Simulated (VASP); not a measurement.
# Pb (Fm-3m) in VASP: a series of runs

Runs on Pb. Level: r2SCAN. Tasks: single point.

Program: VASP 6.6.1. These are calculated values, not measurements. Logs are shortened: lines on timing, memory, paths and dates and some standing lists are left out, and cuts for length are marked.

## Step 1: The cell of the first run

The structure is cubic, space group Fm-3m (No. 225). The conventional cell has a = 4.945 Å, b = 4.945 Å, c = 4.945 Å, α = 90.00°, β = 90.00°, γ = 90.00°. Within 4.6 Å of Pb (site symmetry m-3m) lie 12 Pb at 3.50 Å.

## Step 2: Single point, r2SCAN (volume scaled by 0.97)

The input, POSCAR:

```
Pb
1.0
    0.0000000000      2.4725621053      2.4725621053
    2.4725621053      0.0000000000      2.4725621053
    2.4725621053      2.4725621053      0.0000000000
Pb
1
Direct
    0.0000000000      0.0000000000      0.0000000000
```

The input, INCAR.step1:

```
SYSTEM = Pb
ALGO     = Normal         ! electronic algorithm
EDIFF    = 1E-4           ! SCF threshold, eV
ENCUT    = 520            ! plane-wave cutoff, eV
GGA      = PE             ! functional
ISMEAR   = 0              ! smearing method
LASPH    = .True.         ! aspherical terms in the spheres
LCHARG   = .False.        ! write CHGCAR
LREAL    = .False.        ! projectors in reciprocal space
LWAVE    = .True.         ! write WAVECAR
NBANDS   = 13             ! bands
NELM     = 100            ! most SCF steps
PREC     = Accurate       ! precision mode
SIGMA    = 0.1            ! smearing width, eV
```

The input, INCAR.step2:

```
SYSTEM = Pb
ALGO     = Normal         ! electronic algorithm
EDIFF    = 1E-6           ! SCF threshold, eV
ENCUT    = 520            ! plane-wave cutoff, eV
ISIF     = 2              ! what is computed and relaxed
ISMEAR   = 0              ! smearing method
ISTART   = 1            
LASPH    = .True.         ! aspherical terms in the spheres
LCHARG   = .False.        ! write CHGCAR
LMIXTAU  = .True.       
LREAL    = .False.        ! projectors in reciprocal space
LWAVE    = .False.        ! write WAVECAR
METAGGA  = R2SCAN         ! meta-GGA
NBANDS   = 13             ! bands
NELM     = 100            ! most SCF steps
PREC     = Accurate       ! precision mode
SIGMA    = 0.1            ! smearing width, eV
```

The input, KPOINTS:

```
k-points
0
Gamma
  14 14 14
  0 0 0
```

Potentials or basis: VASP PAW PBE potentials, release 64 (Pb_d).

Launch:

```sh
> cat potpaw_PBE.64/Pb_d/POTCAR > POTCAR
> cp INCAR.step1 INCAR
> mpirun -np 1 vasp_std > vasp.out
> cp INCAR.step2 INCAR
> mpirun -np 1 vasp_std > vasp.out
```

OUTCAR:

```text
SYSTEM = Pb
   EDIFF = 1E-6
   ENCUT = 520
   ISIF = 2
   ISMEAR = 0
   ISTART = 1
   LASPH = .True.
   LREAL = .False.
   METAGGA = R2SCAN
   NELM = 100
   PREC = Accurate

 ion  position               nearest neighbor table
   1  0.000  0.000  0.000-

  LATTYP: Found a face centered cubic cell.
 ALAT       =     4.9451242106

  Lattice vectors:

 A1 = (   0.0000000000,   2.4725621053,   2.4725621053)
 A2 = (   2.4725621053,   0.0000000000,   2.4725621053)
 A3 = (   2.4725621053,   2.4725621053,   0.0000000000)

Analysis of symmetry for initial positions (statically):
=====================================================================
 Subroutine PRICEL returns:
 Original cell was already a primitive cell.

 Routine SETGRP: Setting up the symmetry group for a
 face centered cubic supercell.

 Subroutine GETGRP returns: Found 48 space group operations
[... 9 lines left out ...]

 Routine SETGRP: Setting up the symmetry group for a
 face centered cubic supercell.

 Subroutine GETGRP returns: Found 48 space group operations
[... 11 lines left out ...]
                                     Primitive cell

  volume of cell :      30.2323

  direct lattice vectors                    reciprocal lattice vectors
     0.000000000  2.472562105  2.472562105    -0.202219390  0.202219390  0.202219390
     2.472562105  0.000000000  2.472562105     0.202219390 -0.202219390  0.202219390
     2.472562105  2.472562105  0.000000000     0.202219390  0.202219390 -0.202219390

  length of vectors
     3.496730863  3.496730863  3.496730863     0.350254257  0.350254257  0.350254257

  position of ions in fractional coordinates (direct lattice)
     0.000000000  0.000000000  0.000000000

  ion indices of the primitive-cell ions
   primitive index   ion index
                 1           1

----------------------------------------------------------------------------------------

 KPOINTS: k-points

Automatic generation of k-mesh.
 Grid dimensions read from file:
 generate k-points for:   14   14   14

 Generating k-lattice:

  Cartesian coordinates                     Fractional coordinates (reciprocal lattice)
    -0.014444242  0.014444242  0.014444242     0.071428571  0.000000000  0.000000000
     0.014444242 -0.014444242  0.014444242     0.000000000  0.071428571  0.000000000
     0.014444242  0.014444242 -0.014444242     0.000000000  0.000000000  0.071428571

  Length of vectors
     0.025018161  0.025018161  0.025018161

  Shift w.r.t. Gamma in fractional coordinates (k-lattice)
     0.000000000  0.000000000  0.000000000

 Subroutine IBZKPT returns following result:
 ===========================================

 Found    104 irreducible k-points:

 Following reciprocal coordinates:
            Coordinates               Weight
  0.000000  0.000000  0.000000      1.000000
  0.071429  0.000000  0.000000      8.000000
  0.142857  0.000000  0.000000      8.000000
  0.214286  0.000000  0.000000      8.000000
  0.285714  0.000000  0.000000      8.000000
  0.357143  0.000000  0.000000      8.000000
[... 16 lines left out ...]
  0.214286  0.142857  0.000000     24.000000
  0.285714  0.142857  0.000000     24.000000
 [... further k-points ...]
   k-points           NKPTS =    104   k-points in BZ     NKDIM =    104   number of bands    NBANDS=     13
   number of dos      NEDOS =    301   number of ions     NIONS =      1
   total plane-waves  NPLWV =  21952
   dimension x,y,z NGX =    28 NGY =   28 NGZ =   28
   dimension x,y,z NGXF=    56 NGYF=   56 NGZF=   56
   ions per type =               1
   NGX,Y,Z   is equivalent  to a cutoff of  13.31, 13.31, 13.31 a.u.
   NGXF,Y,Z  is equivalent  to a cutoff of  26.62, 26.62, 26.62 a.u.
 SYSTEM =  Pb
   PREC   = accura    normal or accurate (medium, high low for compatibility)
   ISTART =      1    job   : 0-new  1-cont  2-samecut
   ICHARG =      0    charge: 1-file 2-atom 10-const
   ISPIN  =      1    spin polarized calculation?
   LNONCOLLINEAR =      F non collinear calculations
   LSORBIT =      F    spin-orbit coupling
   LASPH  =      T    aspherical Exc in radial PAW
   ENCUT  =  520.0 eV  38.22 Ry    6.18 a.u.   6.50  6.50  6.50*2*pi/ulx,y,z
   NELM   =    100;   NELMIN=  2; NELMDL=  0     # of ELM steps
   EDIFF  = 0.1E-05   stopping-criterion for ELM
   LREAL  =      F    real-space projection
   EDIFFG = 0.1E-04   stopping-criterion for IOM
   NSW    =      0    number of steps for IOM
   IBRION =     -1    ionic relax: 0-MD 1-quasi-New 2-CG
   NFREE  =      0    steps in history (QN), initial steepest desc. (CG)
   ISIF   =      2    stress and relaxation
   ISYM   =      2    0-nonsym 1-usesym 2-fastsym
   POTIM  = 0.5000    time-step for ionic-motion
   TEBEG  =    0.0;   TEEND  =   0.0 temperature during run
   PSTRESS=    0.0 pullay stress
   NELECT =      14.0000    total number of electrons
   NUPDOWN=      -1.0000    fix difference up-down
   EMIN   =  10.00;   EMAX   =-10.00  energy-range for DOS
   EFERMI =   0.00;   METHOD = LEGACY
   ISMEAR =     0;   SIGMA  =   0.10  broadening in eV -4-tet -1-fermi 0-gaus
   EFERMI_NEDOS =   21; number of points for ismear=-14 and -15
   IALGO  =     38    algorithm
   IMIX   =      4    mixing-type and parameters
     AMIX     =   0.40;   BMIX     =  1.00
     AMIX_MAG =   1.60;   BMIX_MAG =  1.00
  volume/ion in A,a.u.               =      30.23       204.02
  Fermi-wavevector in a.u.,A,eV,Ry     =   1.266564  2.393458 21.826236  1.604183
  Thomas-Fermi vector in A             =   2.399758
   LORBIT       =      0    0 simple, 1 ext, 2 COOP (PROOUT), +10 PAW based schemes
   METAGGA = R2SCAN    functional components
   LHFCALC =     F    Hartree Fock is set to
   AEXX    =    0.0000 exact exchange contribution
   IVDW    =     0    specifies the selected vdW correction
   LEPSILON=     F    determine dielectric tensor
   LRPA    =     F    only Hartree local field effects (RPA)
 non-spin polarized calculation
 Gauss-broadening in eV      SIGMA  =   0.10
  energy-cutoff  :      520.00
  volume of cell :       30.23
 maximum number of plane-waves:       869
 NGX is ok and might be reduce to    28
   NGX = 13   NGY = 13   NGZ = 13

 number of electron      13.9999999 magnetization

 Free energy of the ion-electron system (eV)
  ---------------------------------------------------
  ext. energy  EPLUGINS =         0.00000000
  ---------------------------------------------------
  free energy    TOTEN  =       -56.27971813 eV

  energy without entropy =      -56.27751163  energy(sigma->0) =      -56.27861488

 E-fermi :   7.3086     XC(G=0): -10.9411

 val. band max:        7.2932799629   @ k =  -0.2857   0.2857   0.0714
 cond. band min:       7.3420131576   @ k =   0.3571   0.2143   0.0000
 fundamental gap:      0.0487331947
 Fermi energy:         7.3086147765

 k-point     1 :       0.0000    0.0000    0.0000
  band No.  band energies     occupation
      1     -10.4689      2.00000
      2     -10.4689      2.00000
      3     -10.4689      2.00000
      4     -10.3194      2.00000
      5     -10.3194      2.00000
      6      -5.0609      2.00000
      7      15.0176      0.00000
      8      15.0176      0.00000
      9      15.0176      0.00000
     10      17.6781      0.00000
     11      19.5978      0.00000
     12      20.3864      0.00000
     13      20.3864      0.00000

 k-point     2 :       0.0714    0.0000    0.0000
  band No.  band energies     occupation
      1     -10.4690      2.00000
      2     -10.4608      2.00000
      3     -10.4608      2.00000
      4     -10.3199      2.00000
      5     -10.3199      2.00000
      6      -4.9573      2.00000
      7      13.8080      0.00000
      8      14.8863      0.00000
      9      14.8863      0.00000
     10      17.4216      0.00000
     11      20.0756      0.00000
     12      20.6185      0.00000
     13      20.6185      0.00000

 k-point     3 :       0.1429    0.0000    0.0000
  band No.  band energies     occupation
      1     -10.4706      2.00000
      2     -10.4427      2.00000
      3     -10.4427      2.00000
      4     -10.3169      2.00000
      5     -10.3169      2.00000
      6      -4.6462      2.00000
      7      11.5541      0.00000
      8      14.5531      0.00000
      9      14.5531      0.00000
     10      17.1301      0.00000
     11      20.8635      0.00000
     12      21.1512      0.00000
     13      21.1569      0.00000

 k-point     4 :       0.2143    0.0000    0.0000
  band No.  band energies     occupation
      1     -10.4752      2.00000
      2     -10.4307      2.00000
      3     -10.4307      2.00000
      4     -10.2980      2.00000
      5     -10.2980      2.00000
      6      -4.1291      2.00000
      7       9.2165      0.00000
      8      14.1327      0.00000
      9      14.1327      0.00000
     10      16.9246      0.00000
     11      20.0429      0.00000
     12      20.6584      0.00000
     13      20.6584      0.00000

 k-point     5 :       0.2857    0.0000    0.0000
  band No.  band energies     occupation
      1     -10.4831      2.00000
      2     -10.4341      2.00000
      3     -10.4341      2.00000
      4     -10.2597      2.00000
      5     -10.2597      2.00000
      6      -3.4174      2.00000
      7       7.0199      1.99996
      8      13.7193      0.00000
      9      13.7193      0.00000
     10      16.8274      0.00000
     11      19.0961      0.00000
     12      19.9802      0.00000
     13      19.9802      0.00000
[... 257 lines left out ...]
 k-point    22 :       0.1429    0.1429    0.0000
  band No.  band energies     occupation
      1     -10.5024      2.00000
      2     -10.4094      2.00000
      3     -10.4094      2.00000
      4     -10.3553      2.00000
      5     -10.2945      2.00000
      6      -4.5085      2.00000
      7      12.5700      0.00000
      8      13.2220      0.00000
      9      13.2220      0.00000
     10      16.3659      0.00000
     11      18.4869      0.00000
     12      22.6601      0.00000
     13      22.8223      0.00000

 k-point    23 :       0.2143    0.1429    0.0000
  band No.  band energies     occupation
      1     -10.5128      2.00000
      2     -10.3928      2.00000
      3     -10.3846      2.00000
      4     -10.3603      2.00000
      5     -10.2773      2.00000
      6      -4.1293      2.00000
      7      10.7501      0.00000
      8      12.6377      0.00000
      9      12.9875      0.00000
     10      16.4012      0.00000
     11      17.5658      0.00000
     12      22.2563      0.00000
     13      23.2308      0.00000

 k-point    24 :       0.2857    0.1429    0.0000
  band No.  band energies     occupation
      1     -10.5137      2.00000
      2     -10.4071      2.00000
      3     -10.3765      2.00000
      4     -10.3316      2.00000
      5     -10.2443      2.00000
      6      -3.5492      2.00000
      7       8.6099      0.00000
      8      12.1988      0.00000
      9      12.4802      0.00000
     10      16.2720      0.00000
     11      17.9203      0.00000
     12      21.8133      0.00000
     13      22.5411      0.00000

 [... further k-points ...]
[... 5 lines left out ...]
  --------------------------------------------------------------------------------------
  -------------------------------------------------------------------------------------
  Total        0.2702153      0.2702153      0.2702153      0.0000000      0.0000000     -0.0000000
  in kB       14.3201950     14.3201950     14.3201950      0.0000000      0.0000000     -0.0000000
  external PRESSURE =      14.3201950 kB  Pullay stress =       0.0000000 kB

 VOLUME and BASIS-vectors are now :
 -----------------------------------------------------------------------------
  energy-cutoff  :      520.00
  volume of cell :       30.23
      direct lattice vectors                 reciprocal lattice vectors
     0.000000000  2.472562105  2.472562105    -0.202219390  0.202219390  0.202219390
     2.472562105  0.000000000  2.472562105     0.202219390 -0.202219390  0.202219390
     2.472562105  2.472562105  0.000000000     0.202219390  0.202219390 -0.202219390

 POSITION                                       TOTAL-FORCE (eV/Angst)
 -----------------------------------------------------------------------------------
      0.00000      0.00000      0.00000        -0.000000      0.000000     -0.000000
 -----------------------------------------------------------------------------------
    total drift:                               -0.000000     -0.000000     -0.000000

  FREE ENERGIE OF THE ION-ELECTRON SYSTEM (eV)
  ---------------------------------------------------
  free  energy   TOTEN  =       -56.2797181303 eV

  energy  without entropy=      -56.2775116303  energy(sigma->0) =      -56.27861488
```

It took 2 min on 1 thread of Intel Xeon Platinum 8488C (Sapphire Rapids), shared host; peak memory 0.18 GiB.

Results:

| Item | Value |
| --- | --- |
| Free energy | -56.2797 eV |
| Pressure | 1.4 GPa |
| Band gap on the k mesh | zero (band 7 reaches 15.02 eV, above the bottom of band 8 at 5.66 eV) |

Levels at points of the mesh, in eV from the Fermi level:
| k point | band 5 | band 6 | band 7 | band 8 | band 9 | band 10 |
| --- | --- | --- | --- | --- | --- | --- |
| (0.00, 0.00, 0.00) | -17.63 | -12.37 | 7.71 | 7.71 | 7.71 | 10.37 |
| (0.50, 0.00, 0.00) | -17.48 | -8.53 | -4.45 | 5.77 | 5.77 | 9.91 |
| (0.50, 0.50, 0.00) | -17.44 | -7.02 | -3.52 | 2.08 | 2.08 | 5.88 |

Caveat: the cell differs from its parent crystal (volume scaled by 0.97); the PAW data sets were made with another functional, which shifts forces and pressure a little; spin-orbit coupling is left out, which moves the levels of the heavy elements.

## Step 3: Single point, r2SCAN

This run uses another cell than the first one, of 31.17 Å³/atom, 1.031 times its volume.

The input, POSCAR:

```
Pb
1.0
    0.0000000000      2.4977940736      2.4977940736
    2.4977940736      0.0000000000      2.4977940736
    2.4977940736      2.4977940736      0.0000000000
Pb
1
Direct
    0.0000000000      0.0000000000      0.0000000000
```

The input, INCAR.step1:

```
SYSTEM = Pb
PREC = Accurate
ENCUT = 520
ISMEAR = 0
SIGMA = 0.1
LREAL = .False.
LASPH = .True.
NELM = 60
NBANDS = 13
GGA = PE
ALGO = Normal
EDIFF = 1E-4
LWAVE = .True.
LCHARG = .False.
```

The input, INCAR.step2:

```
SYSTEM = Pb
PREC = Accurate
ENCUT = 520
EDIFF = 1E-6
ISMEAR = 0
SIGMA = 0.1
LREAL = .False.
LASPH = .True.
NELM = 60
ALGO = Normal
ISIF = 2
LWAVE = .False.
LCHARG = .True.
METAGGA = R2SCAN
LMIXTAU = .True.
LELF = .True.
LVHAR = .True.
NBANDS = 13
ISTART = 1
```

The input, KPOINTS:

```
Automatic mesh
0
Gamma
  14 14 14
  0 0 0
```

Potentials or basis: VASP PAW PBE potentials, release 64 (Pb_d).

Launch:

```sh
> cat potpaw_PBE.64/Pb_d/POTCAR > POTCAR
> cp INCAR.step1 INCAR
> mpirun -np 1 vasp_std > vasp.out
> cp INCAR.step2 INCAR
> mpirun -np 1 vasp_std > vasp.out
```

It took 2 min on 1 thread of Intel Xeon Platinum 8488C (Sapphire Rapids), shared host; peak memory 0.18 GiB.

The run converged. Its results:

| Property | Result |
| --- | --- |
| Free energy | -56.2842 eV |
| Pressure | 0.0 GPa |
| Band gap on the k mesh | zero (band 7 reaches 14.43 eV, above the bottom of band 8 at 5.39 eV) |

Levels at points of the mesh, in eV from the Fermi level:
```csv
k point,band 3,band 4,band 5,band 6,band 7,band 8,band 9,band 10,band 11,band 12
"(0.00, 0.00, 0.00)",-17.74,-17.60,-17.60,-12.14,7.47,7.47,7.47,10.37,11.90,12.87
"(0.50, 0.00, 0.00)",-17.73,-17.47,-17.47,-8.49,-4.27,5.61,5.61,9.78,9.91,11.60
"(0.50, 0.50, 0.00)",-17.48,-17.43,-17.43,-7.05,-3.38,2.06,2.06,5.80,6.91,19.11
```

Caveat: the PAW data sets were made with another functional, which shifts forces and pressure a little; spin-orbit coupling is left out, which moves the levels of the heavy elements.

[end of part 1 of 2]
